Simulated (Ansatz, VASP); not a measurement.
# Two plane-wave programs on Sc2GaS

Contents of INCAR:

```
PREC = Accurate
ENCUT = 520
EDIFF = 1E-7
ISMEAR = 0
SIGMA = 0.1
LREAL = F
LASPH = T
NELM = 60
ALGO = Normal
ISIF = 2
LWAVE = F
LCHARG = T
GGA = PE
LELF = T
LVHAR = T
NBANDS = 28
```

Contents of KPOINTS:

```
regular mesh
0
Gamma
  6 6 4
```

POSCAR

```
Sc2GaS
1.0
    4.6338607700      0.0000000000      0.0000000000
   -2.3169303800      4.0130411400      0.0000000000
    0.0000000000      0.0000000000      4.8252871400
Sc Ga S
2 1 1
Direct
    0.3333333300      0.6666666700      0.0000000000
    0.6666666700      0.3333333300      0.0000000000
    0.0000000000      0.0000000000      0.0000000000
    0.0000000000      0.0000000000      0.5000000000
```

Input for Ansatz:

```yaml
crystal:
  lattice:
    - [4.63386077, 0.0, 0.0]
    - [-2.31693038, 4.01304114, 0.0]
    - [0.0, 0.0, 4.82528714]
  atoms:
    - { symbol: Sc, position: [0.33333333, 0.66666667, 0.0] }
    - { symbol: Sc, position: [0.66666667, 0.33333333, 0.0] }
    - { symbol: Ga, position: [0.0, 0.0, 0.0] }
    - { symbol: S, position: [0.0, 0.0, 0.5] }
basis:
  ecutwfc: 420
kpoints:
  mp_grid: { grid: [6, 6, 4] }
hamiltonian:
  xc: pbe
scf:
  occupations: { method: gaussian, width: 0.1 }
  lower_state_search: "off"
output:
  forces: true
  stress: true
  eigenvalues: true
```

Alike in both runs: task single point; functional PBE; k mesh 6 × 6 × 4; occupations gaussian, width 0.1 eV; no spin polarisation.

|  | VASP | Ansatz |
| --- | --- | --- |
| version | VASP 6.6.1 | Ansatz 0.2.0 |
| potentials or method | VASP PAW PBE potentials, release 64 (Sc_sv, Ga_d, S), cutoff 520 eV | scalar-relativistic, plane waves, PAW |
| valence electrons in the cell | 41 | 41 |

```tsv
	VASP	Ansatz	Ansatz less VASP
gap on the k mesh at the Fermi level (eV)	none	none	-
pressure (GPa)	10.5	10.4	-0.12
traceless stress, the component that is largest in VASP (GPa)	-4.65	-4.53	+0.121
```

A gap of «none» marks a metal or a gap that the smearing closes.
